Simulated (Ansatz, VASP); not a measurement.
BN: VASP beside Ansatz

```
CELL_PARAMETERS angstrom
0.00000 1.61528 2.28401
1.61528 0.00000 2.28401
1.61528 1.61528 0.00000
ATOMIC_POSITIONS crystal
B 0.00000 0.00000 0.00000
N 0.75000 0.75000 0.75000
```

Alike in both runs: task single point; functional r2SCAN; k mesh 12 × 12 × 12; occupations gaussian, width 0.05 eV; no spin polarisation.

|  | VASP | Ansatz |
| --- | --- | --- |
| version | VASP 6.6.1 | Ansatz 0.2.0 |
| potentials or method | VASP PAW PBE potentials, release 64 (B, N), cutoff 520 eV | scalar-relativistic, plane waves, PAW |
| valence electrons in the cell | 8 | 8 |

|  | VASP | Ansatz | Ansatz less VASP |
| --- | --- | --- | --- |
| gap on the k mesh at the Fermi level (eV) | 1.28 | 1.30 | +0.018 |
| least direct gap on the mesh (eV) | 2.43 | 2.44 | +0.010 |
| pressure (GPa) | 1.7 | 0.7 | -0.91 |
| traceless stress, the component that is largest in VASP (GPa) | -213.90 | -214.38 | -0.480 |

VASP's potentials were made for PBE, not for r2SCAN. With one functional, cell and mesh, what is left measures potentials, basis and numerics.
